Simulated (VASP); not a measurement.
# Al (Im-3m) in VASP: further runs

Runs on Al. Level: PBE. Tasks: single point.

Program: VASP 6.6.1. These are calculated values, not measurements. Logs are shortened: lines on timing, memory, paths and dates and some standing lists are left out, and cuts for length are marked.

**1. The cell of the first run**

It takes space group Im-3m (No. 229, cubic). Conventional cell: a = 2.974 Å, b = 2.974 Å, c = 2.974 Å, α = 90.00°, β = 90.00°, γ = 90.00°. Al (site symmetry m-3m) has 14 Al at 2.58 to 2.97 Å within 3.4 Å.

**2. Single point, PBE**

Input file INCAR:

```
  ALGO = Normal
  EDIFF = 1E-6
  ENCUT = 520
  GGA = PE
  ISIF = 2
  ISMEAR = -1
  LASPH = T
  LCHARG = F
  LREAL = F
  LWAVE = F
  NBANDS = 8
  NELM = 100
  PREC = Accurate
  SIGMA = 0.08
```

Input file KPOINTS:

```
k-points
0
Gamma
  18 18 18
```

Input file POSCAR:

```
Al
1.0
   -1.4868875652      1.4868875652      1.4868875652
    1.4868875652     -1.4868875652      1.4868875652
    1.4868875652      1.4868875652     -1.4868875652
Al
1
Direct
    0.0000000000      0.0000000000      0.0000000000
```

Potentials or basis: VASP PAW PBE potentials, release 64 (Al).

Command:

```bash
> cat potpaw_PBE.64/Al/POTCAR > POTCAR
> mpirun -np 1 vasp_std > vasp.out
```

OUTCAR:

```text
EDIFF = 1E-6
   ENCUT = 520
   GGA = PE
   ISIF = 2
   ISMEAR = -1
   LASPH = T
   LREAL = F
   NELM = 100
   PREC = Accurate

 ion  position               nearest neighbor table
   1  0.000  0.000  0.000-

  LATTYP: Found a body centered cubic cell.
 ALAT       =     2.9737751304

  Lattice vectors:

 A1 = (  -1.4868875652,   1.4868875652,   1.4868875652)
 A2 = (   1.4868875652,  -1.4868875652,   1.4868875652)
 A3 = (   1.4868875652,   1.4868875652,  -1.4868875652)

Analysis of symmetry for initial positions (statically):
=====================================================================
 Subroutine PRICEL returns:
 Original cell was already a primitive cell.

 Routine SETGRP: Setting up the symmetry group for a
 body centered cubic supercell.

 Subroutine GETGRP returns: Found 48 space group operations
 (whereof 48 operations were pure point group operations)
 out of a pool of 48 trial point group operations.

The static configuration has the point symmetry O_h .

Analysis of symmetry for dynamics (positions and initial velocities):
=====================================================================
 Subroutine PRICEL returns:
 Original cell was already a primitive cell.

 Routine SETGRP: Setting up the symmetry group for a
 body centered cubic supercell.

 Subroutine GETGRP returns: Found 48 space group operations
 (whereof 48 operations were pure point group operations)
 out of a pool of 48 trial point group operations.

The dynamic configuration has the point symmetry O_h .

 Subroutine INISYM returns: Found 48 space group operations
 (whereof 48 operations are pure point group operations),
 and found     1 'primitive' translations

----------------------------------------------------------------------------------------

                                     Primitive cell

  volume of cell :      13.1491

  direct lattice vectors                    reciprocal lattice vectors
    -1.486887565  1.486887565  1.486887565     0.000000000  0.336272904  0.336272904
     1.486887565 -1.486887565  1.486887565     0.336272904  0.000000000  0.336272904
     1.486887565  1.486887565 -1.486887565     0.336272904  0.336272904  0.000000000

  length of vectors
     2.575364808  2.575364808  2.575364808     0.475561702  0.475561702  0.475561702

  position of ions in fractional coordinates (direct lattice)
     0.000000000  0.000000000  0.000000000

  ion indices of the primitive-cell ions
   primitive index   ion index
                 1           1

----------------------------------------------------------------------------------------

 KPOINTS: k-points

Automatic generation of k-mesh.
 Grid dimensions read from file:
 generate k-points for:   18   18   18

 Generating k-lattice:

  Cartesian coordinates                     Fractional coordinates (reciprocal lattice)
     0.000000000  0.018681828  0.018681828     0.055555556  0.000000000  0.000000000
     0.018681828  0.000000000  0.018681828     0.000000000  0.055555556  0.000000000
     0.018681828  0.018681828  0.000000000     0.000000000  0.000000000  0.055555556

  Length of vectors
     0.026420095  0.026420095  0.026420095

  Shift w.r.t. Gamma in fractional coordinates (k-lattice)
     0.000000000  0.000000000  0.000000000

 Subroutine IBZKPT returns following result:
 ===========================================

 Found    195 irreducible k-points:

 Following reciprocal coordinates:
            Coordinates               Weight
  0.000000  0.000000  0.000000      1.000000
  0.055556  0.000000  0.000000     12.000000
  0.111111  0.000000  0.000000     12.000000
  0.166667  0.000000  0.000000     12.000000
  0.222222  0.000000  0.000000     12.000000
  0.277778  0.000000  0.000000     12.000000
[... 16 lines left out ...]
  0.333333  0.111111 -0.000000     48.000000
  0.388889  0.111111  0.000000     48.000000
 [... further k-points ...]
   k-points           NKPTS =    195   k-points in BZ     NKDIM =    195   number of bands    NBANDS=      8
   number of dos      NEDOS =    301   number of ions     NIONS =      1
   total plane-waves  NPLWV =   8000
   dimension x,y,z NGX =    20 NGY =   20 NGZ =   20
   dimension x,y,z NGXF=    40 NGYF=   40 NGZF=   40
   ions per type =               1
   NGX,Y,Z   is equivalent  to a cutoff of  12.91, 12.91, 12.91 a.u.
   NGXF,Y,Z  is equivalent  to a cutoff of  25.82, 25.82, 25.82 a.u.
 SYSTEM =  unknown system
   PREC   = accura    normal or accurate (medium, high low for compatibility)
   ISTART =      0    job   : 0-new  1-cont  2-samecut
   ICHARG =      2    charge: 1-file 2-atom 10-const
   ISPIN  =      1    spin polarized calculation?
   LNONCOLLINEAR =      F non collinear calculations
   LSORBIT =      F    spin-orbit coupling
   LASPH  =      T    aspherical Exc in radial PAW
   ENCUT  =  520.0 eV  38.22 Ry    6.18 a.u.   4.79  4.79  4.79*2*pi/ulx,y,z
   NELM   =    100;   NELMIN=  2; NELMDL= -5     # of ELM steps
   EDIFF  = 0.1E-05   stopping-criterion for ELM
   LREAL  =      F    real-space projection
   EDIFFG = 0.1E-04   stopping-criterion for IOM
   NSW    =      0    number of steps for IOM
   IBRION =     -1    ionic relax: 0-MD 1-quasi-New 2-CG
   NFREE  =      0    steps in history (QN), initial steepest desc. (CG)
   ISIF   =      2    stress and relaxation
   ISYM   =      2    0-nonsym 1-usesym 2-fastsym
   POTIM  = 0.5000    time-step for ionic-motion
   TEBEG  =    0.0;   TEEND  =   0.0 temperature during run
   PSTRESS=    0.0 pullay stress
   NELECT =       3.0000    total number of electrons
   NUPDOWN=      -1.0000    fix difference up-down
   EMIN   =  10.00;   EMAX   =-10.00  energy-range for DOS
   EFERMI =   0.00;   METHOD = LEGACY
   ISMEAR =    -1;   SIGMA  =   0.08  broadening in eV -4-tet -1-fermi 0-gaus
   EFERMI_NEDOS =   21; number of points for ismear=-14 and -15
   IALGO  =     38    algorithm
   IMIX   =      4    mixing-type and parameters
     AMIX     =   0.40;   BMIX     =  1.00
     AMIX_MAG =   1.60;   BMIX_MAG =  1.00
  volume/ion in A,a.u.               =      13.15        88.73
  Fermi-wavevector in a.u.,A,eV,Ry     =   1.000346  1.890381 13.615256  1.000693
  Thomas-Fermi vector in A             =   2.132697
   LORBIT       =      0    0 simple, 1 ext, 2 COOP (PROOUT), +10 PAW based schemes
   GGA     = PE    functional components
   LHFCALC =     F    Hartree Fock is set to
   AEXX    =    0.0000 exact exchange contribution
   IVDW    =     0    specifies the selected vdW correction
   LEPSILON=     F    determine dielectric tensor
   LRPA    =     F    only Hartree local field effects (RPA)
 non-spin polarized calculation
  energy-cutoff  :      520.00
  volume of cell :       13.15
 maximum number of plane-waves:       370
   NGX =  9   NGY =  9   NGZ =  9

 number of electron       3.0000000 magnetization

 Free energy of the ion-electron system (eV)
  ---------------------------------------------------
  ext. energy  EPLUGINS =         0.00000000
  ---------------------------------------------------
  free energy    TOTEN  =        -3.37252087 eV

  energy without entropy =       -3.36481248  energy(sigma->0) =       -3.36866668

 E-fermi :  10.6404     XC(G=0): -11.0538

 val. band max:       10.6243153632   @ k =  -0.3889   0.3889   0.1667
 cond. band min:      10.6648126743   @ k =  -0.3889   0.4444   0.2222
 fundamental gap:      0.0404973111
 Fermi energy:        10.6403941985

 k-point     1 :       0.0000    0.0000    0.0000
  band No.  band energies     occupation
      1      -2.2073      2.00000
      2      25.3385      0.00000
      3      25.3385      0.00000
      4      25.3385      0.00000
      5      28.7895      0.00000
      6      28.7895      0.00000
      7      29.0197      0.00000
      8      29.0197      0.00000

 k-point     2 :       0.0556    0.0000    0.0000
  band No.  band energies     occupation
      1      -2.1041      2.00000
      2      24.3065      0.00000
      3      24.8859      0.00000
      4      24.9304      0.00000
      5      27.7297      0.00000
      6      27.8401      0.00000
      7      29.2265      0.00000
      8      29.5949      0.00000

 k-point     3 :       0.1111    0.0000    0.0000
  band No.  band energies     occupation
      1      -1.7952      2.00000
      2      21.9598      0.00000
      3      23.9028      0.00000
      4      24.1086      0.00000
      5      26.5046      0.00000
      6      27.1626      0.00000
      7      29.4871      0.00000
      8      29.9558      0.00000

 k-point     4 :       0.1667    0.0000    0.0000
  band No.  band energies     occupation
      1      -1.2823      2.00000
      2      19.3349      0.00000
      3      22.8247      0.00000
      4      23.2555      0.00000
      5      25.3932      0.00000
      6      26.5801      0.00000
      7      29.9648      0.00000
      8      30.3504      0.00000

 k-point     5 :       0.2222    0.0000    0.0000
  band No.  band energies     occupation
      1      -0.5681      2.00000
      2      16.7491      0.00000
      3      21.8285      0.00000
      4      22.4915      0.00000
      5      24.4393      0.00000
      6      25.9738      0.00000
      7      30.6746      0.00000
      8      30.8563      0.00000
[... 177 lines left out ...]
 k-point    22 :       0.2778    0.1111   -0.0000
  band No.  band energies     occupation
      1       1.7451      2.00000
      2      12.2098      0.00000
      3      17.2368      0.00000
      4      20.8280      0.00000
      5      24.5010      0.00000
      6      27.4930      0.00000
      7      30.2290      0.00000
      8      34.5957      0.00000

 k-point    23 :       0.3333    0.1111   -0.0000
  band No.  band energies     occupation
      1       3.0272      2.00000
      2      10.0702      1.99839
      3      16.7681      0.00000
      4      20.4191      0.00000
      5      24.0855      0.00000
      6      27.3174      0.00000
      7      31.0356      0.00000
      8      35.3230      0.00000

 k-point    24 :       0.3889    0.1111    0.0000
  band No.  band energies     occupation
      1       4.4675      2.00000
      2       8.1136      2.00000
      3      16.4868      0.00000
      4      20.1713      0.00000
      5      23.8302      0.00000
      6      27.1640      0.00000
      7      31.9833      0.00000
      8      35.1362      0.00000

 [... further k-points ...]

------------------------ aborting loop because EDIFF is reached ----------------------------------------

  FORCE on cell =-STRESS in cart. coord.  units (eV):
  Direction    XX          YY          ZZ          XY          YZ          ZX
  --------------------------------------------------------------------------------------
  -------------------------------------------------------------------------------------
  Total        2.4621248      2.4621248      2.4621248      0.0000000      0.0000000     -0.0000000
  in kB      300.0034630    300.0034630    300.0034630      0.0000000      0.0000000     -0.0000000
  external PRESSURE =     300.0034630 kB  Pullay stress =       0.0000000 kB

 VOLUME and BASIS-vectors are now :
 -----------------------------------------------------------------------------
  energy-cutoff  :      520.00
  volume of cell :       13.15
      direct lattice vectors                 reciprocal lattice vectors
    -1.486887565  1.486887565  1.486887565     0.000000000  0.336272904  0.336272904
     1.486887565 -1.486887565  1.486887565     0.336272904  0.000000000  0.336272904
     1.486887565  1.486887565 -1.486887565     0.336272904  0.336272904  0.000000000

 POSITION                                       TOTAL-FORCE (eV/Angst)
 -----------------------------------------------------------------------------------
      0.00000      0.00000      0.00000         0.000000      0.000000      0.000000
 -----------------------------------------------------------------------------------
    total drift:                                0.000000      0.000000      0.000000

  FREE ENERGIE OF THE ION-ELECTRON SYSTEM (eV)
  ---------------------------------------------------
  free  energy   TOTEN  =        -3.3725208686 eV

  energy  without entropy=       -3.3648124839  energy(sigma->0) =       -3.36866668
```

Run time: 23 s. Hardware: 1 thread of Intel Xeon 6975P-C, shared host; peak memory 0.13 GiB.

Results:

```
Free energy : -3.3725 eV
Pressure    : 30.0 GPa
```

Levels at points of the mesh, in eV from the Fermi level:
```csv
k point,band 1,band 2,band 3,band 4
"(0.00, 0.00, 0.00)",-12.85,14.70,14.70,14.70
"(0.50, 0.00, 0.00)",-5.25,-4.19,8.78,10.07
"(0.50, 0.50, 0.50)",2.29,2.29,2.29,2.54
```

**3. Single point, PBE**

Input file INCAR:

```
  PREC = Accurate
  ENCUT = 520
  EDIFF = 1E-7
  ISMEAR = -1
  SIGMA = 0.08
  LREAL = F
  LASPH = T
  NELM = 100
  ALGO = Normal
  ISIF = 2
  LWAVE = F
  LCHARG = F
  GGA = PE
  NBANDS = 8
```

Input file KPOINTS:

```
Automatic mesh
0
Gamma
  18 18 18
```

Input file POSCAR:

```
Al
1.0
   -1.4866524937      1.4866524937      1.4866524937
    1.4866524937     -1.4866524937      1.4866524937
    1.4866524937      1.4866524937     -1.4866524937
Al
1
Direct
    0.0000000000      0.0000000000      0.0000000000
```

Potentials or basis: VASP PAW PBE potentials, release 64 (Al).

Command:

```bash
> cat potpaw_PBE.64/Al/POTCAR > POTCAR
> mpirun -np 1 vasp_std > vasp.out
```

It took 24 s on 1 thread of Intel Xeon 6975P-C, shared host; peak memory 0.13 GiB.

Results (log left out):

```yaml
Free_energy: -3.3714 eV
Pressure: 30.1 GPa
```

Levels at points of the mesh, in eV from the Fermi level:
```tsv
k point	band 1	band 2	band 3	band 4	band 5	band 6
(0.00, 0.00, 0.00)	-12.85	14.70	14.70	14.70	18.15	18.15
(0.50, 0.00, 0.00)	-5.25	-4.19	8.79	10.07	11.62	13.51
(0.50, 0.50, 0.50)	2.29	2.29	2.29	2.54	2.54	8.61
```
